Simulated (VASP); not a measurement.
# Cu (Im-3m) in VASP: notebook

Cu is run at these levels: RPBE; tasks: single point.

Everything below comes from runs of VASP 6.6.1. Logs are shortened: lines on timing, memory, paths and dates and some standing lists are left out, and cuts for length are marked.

## 1. The cell of the first run

It takes space group Im-3m (No. 229, cubic). Conventional cell: a = 2.840 Å, b = 2.840 Å, c = 2.840 Å, α = 90.00°, β = 90.00°, γ = 90.00°. Cu (site symmetry m-3m) has 14 Cu at 2.46 to 2.84 Å within 3.2 Å.

## 2. Single point, RPBE (volume scaled by 0.92)

Contents of INCAR:

```
SYSTEM = Cu
PREC     = Accurate       ! precision mode
ENCUT    = 520            ! plane-wave cutoff, eV
EDIFF    = 1E-7           ! SCF threshold, eV
ISMEAR   = -1             ! smearing method
SIGMA    = 0.1            ! smearing width, eV
LREAL    = .False.        ! projectors in reciprocal space
LASPH    = .True.         ! aspherical terms in the spheres
NELM     = 60             ! most SCF steps
ALGO     = Normal         ! electronic algorithm
ISIF     = 2              ! what is computed and relaxed
LWAVE    = .False.        ! write WAVECAR
LCHARG   = .True.         ! write CHGCAR
GGA      = RP             ! functional
LELF     = .True.         ! ELF
LVHAR    = .True.       
NBANDS   = 12             ! bands
```

Contents of KPOINTS:

```
regular mesh
0
Gamma
  17 17 17
  0 0 0
```

Contents of POSCAR:

```
Cu
1.0
   -1.4198337244      1.4198337244      1.4198337244
    1.4198337244     -1.4198337244      1.4198337244
    1.4198337244      1.4198337244     -1.4198337244
Cu
1
Direct
    0.0000000000      0.0000000000      0.0000000000
```

Potentials or basis: VASP PAW PBE potentials, release 64 (Cu).

Launch:

```
$ cat potpaw_PBE.64/Cu/POTCAR > POTCAR
$ mpirun -np 1 vasp_std > vasp.out
```

OUTCAR:

```text
SYSTEM = Cu
   PREC = Accurate
   ENCUT = 520
   EDIFF = 1E-7
   ISMEAR = -1
   LREAL = .False.
   LASPH = .True.
   NELM = 60
   ISIF = 2
   GGA = RP

 ion  position               nearest neighbor table
   1  0.000  0.000  0.000-

  LATTYP: Found a body centered cubic cell.
 ALAT       =     2.8396674488

  Lattice vectors:

 A1 = (  -1.4198337244,   1.4198337244,   1.4198337244)
 A2 = (   1.4198337244,  -1.4198337244,   1.4198337244)
 A3 = (   1.4198337244,   1.4198337244,  -1.4198337244)

Analysis of symmetry for initial positions (statically):
=====================================================================
 Subroutine PRICEL returns:
 Original cell was already a primitive cell.

 Routine SETGRP: Setting up the symmetry group for a
 body centered cubic supercell.

 Subroutine GETGRP returns: Found 48 space group operations
 (whereof 48 operations were pure point group operations)
 out of a pool of 48 trial point group operations.

The static configuration has the point symmetry O_h .

Analysis of symmetry for dynamics (positions and initial velocities):
=====================================================================
 Subroutine PRICEL returns:
 Original cell was already a primitive cell.

 Routine SETGRP: Setting up the symmetry group for a
 body centered cubic supercell.

 Subroutine GETGRP returns: Found 48 space group operations
 (whereof 48 operations were pure point group operations)
 out of a pool of 48 trial point group operations.

The dynamic configuration has the point symmetry O_h .

 Subroutine INISYM returns: Found 48 space group operations
 (whereof 48 operations are pure point group operations),
 and found     1 'primitive' translations

----------------------------------------------------------------------------------------

                                     Primitive cell

  volume of cell :      11.4491

  direct lattice vectors                    reciprocal lattice vectors
    -1.419833724  1.419833724  1.419833724     0.000000000  0.352153912  0.352153912
     1.419833724 -1.419833724  1.419833724     0.352153912  0.000000000  0.352153912
     1.419833724  1.419833724 -1.419833724     0.352153912  0.352153912  0.000000000

  length of vectors
     2.459224149  2.459224149  2.459224149     0.498020838  0.498020838  0.498020838

  position of ions in fractional coordinates (direct lattice)
     0.000000000  0.000000000  0.000000000

  ion indices of the primitive-cell ions
   primitive index   ion index
                 1           1

----------------------------------------------------------------------------------------

 KPOINTS: regular mesh

Automatic generation of k-mesh.
 Grid dimensions read from file:
 generate k-points for:   17   17   17

 Generating k-lattice:

  Cartesian coordinates                     Fractional coordinates (reciprocal lattice)
     0.000000000  0.020714936  0.020714936     0.058823529  0.000000000  0.000000000
     0.020714936  0.000000000  0.020714936     0.000000000  0.058823529  0.000000000
     0.020714936  0.020714936  0.000000000     0.000000000  0.000000000  0.058823529

  Length of vectors
     0.029295343  0.029295343  0.029295343

  Shift w.r.t. Gamma in fractional coordinates (k-lattice)
     0.000000000  0.000000000  0.000000000

 Subroutine IBZKPT returns following result:
 ===========================================

 Found    165 irreducible k-points:

 Following reciprocal coordinates:
            Coordinates               Weight
  0.000000  0.000000  0.000000      1.000000
  0.058824  0.000000  0.000000     12.000000
  0.117647  0.000000  0.000000     12.000000
  0.176471  0.000000  0.000000     12.000000
  0.235294  0.000000  0.000000     12.000000
  0.294118  0.000000  0.000000     12.000000
[... 16 lines left out ...]
  0.411765  0.117647  0.000000     48.000000
  0.176471  0.176471  0.000000     24.000000
 [... further k-points ...]
   k-points           NKPTS =    165   k-points in BZ     NKDIM =    165   number of bands    NBANDS=     12
   number of dos      NEDOS =    301   number of ions     NIONS =      1
   total plane-waves  NPLWV =   5832
   dimension x,y,z NGX =    18 NGY =   18 NGZ =   18
   dimension x,y,z NGXF=    36 NGYF=   36 NGZF=   36
   ions per type =               1
   NGX,Y,Z   is equivalent  to a cutoff of  12.17, 12.17, 12.17 a.u.
   NGXF,Y,Z  is equivalent  to a cutoff of  24.34, 24.34, 24.34 a.u.
 SYSTEM =  Cu
   PREC   = accura    normal or accurate (medium, high low for compatibility)
   ISTART =      0    job   : 0-new  1-cont  2-samecut
   ICHARG =      2    charge: 1-file 2-atom 10-const
   ISPIN  =      1    spin polarized calculation?
   LNONCOLLINEAR =      F non collinear calculations
   LSORBIT =      F    spin-orbit coupling
   LASPH  =      T    aspherical Exc in radial PAW
   ENCUT  =  520.0 eV  38.22 Ry    6.18 a.u.   4.57  4.57  4.57*2*pi/ulx,y,z
   NELM   =     60;   NELMIN=  2; NELMDL= -5     # of ELM steps
   EDIFF  = 0.1E-06   stopping-criterion for ELM
   LREAL  =      F    real-space projection
   EDIFFG = 0.1E-05   stopping-criterion for IOM
   NSW    =      0    number of steps for IOM
   IBRION =     -1    ionic relax: 0-MD 1-quasi-New 2-CG
   NFREE  =      0    steps in history (QN), initial steepest desc. (CG)
   ISIF   =      2    stress and relaxation
   ISYM   =      2    0-nonsym 1-usesym 2-fastsym
   POTIM  = 0.5000    time-step for ionic-motion
   TEBEG  =    0.0;   TEEND  =   0.0 temperature during run
   PSTRESS=    0.0 pullay stress
   NELECT =      11.0000    total number of electrons
   NUPDOWN=      -1.0000    fix difference up-down
   EMIN   =  10.00;   EMAX   =-10.00  energy-range for DOS
   EFERMI =   0.00;   METHOD = LEGACY
   ISMEAR =    -1;   SIGMA  =   0.10  broadening in eV -4-tet -1-fermi 0-gaus
   EFERMI_NEDOS =   21; number of points for ismear=-14 and -15
   IALGO  =     38    algorithm
   IMIX   =      4    mixing-type and parameters
     AMIX     =   0.40;   BMIX     =  1.00
     AMIX_MAG =   1.60;   BMIX_MAG =  1.00
  volume/ion in A,a.u.               =      11.45        77.26
  Fermi-wavevector in a.u.,A,eV,Ry     =   1.615406  3.052674 35.504881  2.609535
  Thomas-Fermi vector in A             =   2.710158
   LORBIT       =      0    0 simple, 1 ext, 2 COOP (PROOUT), +10 PAW based schemes
   GGA     = RP    functional components
   LHFCALC =     F    Hartree Fock is set to
   AEXX    =    0.0000 exact exchange contribution
   IVDW    =     0    specifies the selected vdW correction
   LEPSILON=     F    determine dielectric tensor
   LRPA    =     F    only Hartree local field effects (RPA)
 non-spin polarized calculation
  energy-cutoff  :      520.00
  volume of cell :       11.45
 maximum number of plane-waves:       321
   NGX =  9   NGY =  9   NGZ =  9

 number of electron      10.9999986 magnetization

 Free energy of the ion-electron system (eV)
  ---------------------------------------------------
  ext. energy  EPLUGINS =         0.00000000
  ---------------------------------------------------
  free energy    TOTEN  =        -3.18866039 eV

  energy without entropy =       -3.18008163  energy(sigma->0) =       -3.18437101

 E-fermi :   8.1130     XC(G=0): -12.7729

 val. band max:        7.9482093907   @ k =  -0.3529   0.3529   0.2353
 cond. band min:       8.1211625473   @ k =  -0.3529   0.4706   0.0588
 fundamental gap:      0.1729531566
 Fermi energy:         8.1130034827

 k-point     1 :       0.0000    0.0000    0.0000
  band No.  band energies     occupation
      1      -1.4441      2.00000
      2       4.9355      2.00000
      3       4.9355      2.00000
      4       4.9355      2.00000
      5       5.9880      2.00000
      6       5.9880      2.00000
      7      33.4441      0.00000
      8      33.4441      0.00000
      9      33.4441      0.00000
     10      37.4386      0.00000
     11      37.4386      0.00000
     12      37.4398      0.00000

 k-point     2 :       0.0588    0.0000    0.0000
  band No.  band energies     occupation
      1      -1.3076      2.00000
      2       4.9092      2.00000
      3       4.9342      2.00000
      4       4.9888      2.00000
      5       5.9621      2.00000
      6       5.9900      2.00000
      7      31.9954      0.00000
      8      33.0838      0.00000
      9      33.1243      0.00000
     10      35.7167      0.00000
     11      35.8978      0.00000
     12      36.0893      0.00000

 k-point     3 :       0.1176    0.0000    0.0000
  band No.  band energies     occupation
      1      -0.9037      2.00000
      2       4.8345      2.00000
      3       4.9240      2.00000
      4       5.1442      2.00000
      5       5.9003      2.00000
      6       5.9964      2.00000
      7      29.0654      0.00000
      8      31.9036      0.00000
      9      32.4410      0.00000
     10      33.6735      0.00000
     11      34.8339      0.00000
     12      35.9074      0.00000

 k-point     4 :       0.1765    0.0000    0.0000
  band No.  band energies     occupation
      1      -0.2514      2.00000
      2       4.7224      2.00000
      3       4.8939      2.00000
      4       5.3872      2.00000
      5       5.8423      2.00000
      6       6.0082      2.00000
      7      25.8749      0.00000
      8      30.4110      0.00000
      9      31.7216      0.00000
     10      31.7760      0.00000
     11      34.0959      0.00000
     12      36.5455      0.00000

 k-point     5 :       0.2353    0.0000    0.0000
  band No.  band energies     occupation
      1       0.6043      2.00000
      2       4.5893      2.00000
      3       4.8623      2.00000
      4       5.6934      2.00000
      5       5.8243      2.00000
      6       6.0256      2.00000
      7      22.7321      0.00000
      8      29.0050      0.00000
      9      30.0742      0.00000
     10      31.0939      0.00000
     11      33.5845      0.00000
     12      37.6371      0.00000
[... 228 lines left out ...]
      1       2.6558      2.00000
      2       4.3512      2.00000
      3       4.9025      2.00000
      4       5.8520      2.00000
      5       6.1424      2.00000
      6       6.9029      1.99999
      7      17.2823      0.00000
      8      23.1512      0.00000
      9      26.8189      0.00000
     10      32.1160      0.00000
     11      36.3855      0.00000
     12      38.3638      0.00000

 k-point    22 :       0.3529    0.1176    0.0000
  band No.  band energies     occupation
      1       3.0391      2.00000
      2       4.2697      2.00000
      3       5.2938      2.00000
      4       5.9111      2.00000
      5       6.2293      2.00000
      6       7.6738      1.97554
      7      14.8442      0.00000
      8      22.5723      0.00000
      9      26.1689      0.00000
     10      31.8745      0.00000
     11      36.2919      0.00000
     12      39.4117      0.00000

 k-point    23 :       0.4118    0.1176    0.0000
  band No.  band energies     occupation
      1       3.1467      2.00000
      2       4.2277      2.00000
      3       5.5422      2.00000
      4       5.9296      2.00000
      5       6.3353      2.00000
      6       8.5864      0.01744
      7      13.0867      0.00000
      8      22.2731      0.00000
      9      25.8352      0.00000
     10      31.7534      0.00000
     11      36.2327      0.00000
     12      40.2390      0.00000

 k-point    24 :       0.1765    0.1765    0.0000
  band No.  band energies     occupation
      1       1.8162      2.00000
      2       4.5282      2.00000
      3       4.5762      2.00000
      4       5.7595      2.00000
      5       6.0936      2.00000
      6       6.3999      2.00000
      7      21.6604      0.00000
      8      22.2041      0.00000
      9      27.7984      0.00000
     10      33.1610      0.00000
     11      35.8021      0.00000
     12      39.4503      0.00000

 [... further k-points ...]
[... 5 lines left out ...]
  --------------------------------------------------------------------------------------
  -------------------------------------------------------------------------------------
  Total        0.9396984      0.9396984      0.9396984      0.0000000      0.0000000     -0.0000000
  in kB      131.5002665    131.5002665    131.5002665      0.0000000      0.0000000     -0.0000000
  external PRESSURE =     131.5002665 kB  Pullay stress =       0.0000000 kB

 VOLUME and BASIS-vectors are now :
 -----------------------------------------------------------------------------
  energy-cutoff  :      520.00
  volume of cell :       11.45
      direct lattice vectors                 reciprocal lattice vectors
    -1.419833724  1.419833724  1.419833724     0.000000000  0.352153912  0.352153912
     1.419833724 -1.419833724  1.419833724     0.352153912  0.000000000  0.352153912
     1.419833724  1.419833724 -1.419833724     0.352153912  0.352153912  0.000000000

 POSITION                                       TOTAL-FORCE (eV/Angst)
 -----------------------------------------------------------------------------------
      0.00000      0.00000      0.00000         0.000000      0.000000     -0.000000
 -----------------------------------------------------------------------------------
    total drift:                                0.000000     -0.000000      0.000000

  FREE ENERGIE OF THE ION-ELECTRON SYSTEM (eV)
  ---------------------------------------------------
  free  energy   TOTEN  =        -3.1886603943 eV

  energy  without entropy=       -3.1800816311  energy(sigma->0) =       -3.18437101
```

Wall time 13 s (1 thread of AMD EPYC 9R14 (Zen 4), shared host); peak memory 0.1 GiB.

Results:

```
Free energy : -3.1887 eV
Pressure    : 13.2 GPa
```

Levels at points of the mesh, in eV from the Fermi level:
| k point | band 3 | band 4 | band 5 | band 6 | band 7 | band 8 | band 9 | band 10 |
| --- | --- | --- | --- | --- | --- | --- | --- | --- |
| (0.00, 0.00, 0.00) | -3.18 | -3.18 | -2.13 | -2.13 | 25.33 | 25.33 | 25.33 | 29.33 |

Caveat: the cell differs from its parent crystal (volume scaled by 0.92); the PAW data sets were made with another functional, which shifts forces and pressure a little.

## 3. Single point, RPBE

This run uses another cell than the first one, of 12.44 Å³/atom, 1.087 times its volume.

Contents of INCAR:

```
SYSTEM = Cu
PREC = Accurate
ENCUT = 520
EDIFF = 1E-6
ISMEAR = -1
SIGMA = 0.1
LREAL = .False.
LASPH = .True.
NELM = 60
ALGO = Normal
ISIF = 2
LWAVE = .False.
LCHARG = .False.
GGA = RP
NBANDS = 12
```

Contents of KPOINTS:

```
Automatic mesh
0
Gamma
  17 17 17
  0 0 0
```

Contents of POSCAR:

```
Cu
1.0
   -1.4598499244      1.4598499244      1.4598499244
    1.4598499244     -1.4598499244      1.4598499244
    1.4598499244      1.4598499244     -1.4598499244
Cu
1
Direct
    0.0000000000      0.0000000000      0.0000000000
```

Potentials or basis: VASP PAW PBE potentials, release 64 (Cu).

Launch:

```
$ cat potpaw_PBE.64/Cu/POTCAR > POTCAR
$ mpirun -np 1 vasp_std > vasp.out
```

It took 14 s on 1 thread of AMD EPYC 9R14 (Zen 4), shared host; peak memory 0.11 GiB.

The run converged. Its results:

* Free energy: -3.2289 eV
* Pressure: 0.5 GPa

Levels at points of the mesh, in eV from the Fermi level:
```csv
k point,band 2,band 3,band 4,band 5,band 6,band 7,band 8,band 9,band 10,band 11
"(0.00, 0.00, 0.00)",-2.92,-2.92,-2.92,-1.99,-1.99,24.52,24.52,24.52,27.37,27.37
```

Caveat: the PAW data sets were made with another functional, which shifts forces and pressure a little.

## 4. Single point, RPBE (volume scaled by 1.04)

Contents of INCAR:

```
PREC = Accurate
ENCUT = 520
EDIFF = 1E-6
ISMEAR = -1
SIGMA = 0.1
LREAL = F
LASPH = T
NELM = 80
ALGO = Normal
ISIF = 2
LWAVE = F
LCHARG = F
GGA = RP
NBANDS = 12
```

Contents of KPOINTS:

```
Automatic mesh
0
Gamma
  17 17 17
```

Contents of POSCAR:

```
Cu
1.0
   -1.4790606790      1.4790606790      1.4790606790
    1.4790606790     -1.4790606790      1.4790606790
    1.4790606790      1.4790606790     -1.4790606790
Cu
1
Direct
    0.0000000000      0.0000000000      0.0000000000
```

Launch:

```
$ cat potpaw_PBE.64/Cu/POTCAR > POTCAR
$ mpirun -np 1 vasp_std > vasp.out
```

Wall time 14 s (1 thread of AMD EPYC 9R14 (Zen 4), shared host); peak memory 0.11 GiB.

The run converged. Its results:

```yaml
Free_energy: -3.2239 eV
Pressure: -3.8 GPa
```

Levels at points of the mesh, in eV from the Fermi level:
| k point | band 4 | band 5 | band 6 | band 7 | band 8 | band 9 |
| --- | --- | --- | --- | --- | --- | --- |
| (0.00, 0.00, 0.00) | -2.81 | -1.93 | -1.93 | 24.13 | 24.13 | 24.13 |

Caveat: the cell differs from its parent crystal (volume scaled by 1.04); the PAW data sets were made with another functional, which shifts forces and pressure a little.

## 5. Overview

| cell | gap on the mesh (eV) | pressure (GPa) |
| --- | --- | --- |
| a = 2.459 Å, angles 109.5°, 1 atom | none | 13.2 |
| a = 2.529 Å, angles 109.5°, 1 atom | none | 0.5 |
| a = 2.562 Å, angles 109.5°, 1 atom | none | -3.8 |

Alike in all rows: task single point; level RPBE; potentials or basis VASP PAW PBE potentials, release 64 (Cu); no spin polarisation; k mesh 17 × 17 × 17; cutoff (eV) 520; smearing fermi-dirac 0.1 eV.

Caveats: the PAW data sets were made with another functional, which shifts forces and pressure a little.

Total energies depend on the potentials used, so only differences within one code and one set of settings carry meaning.
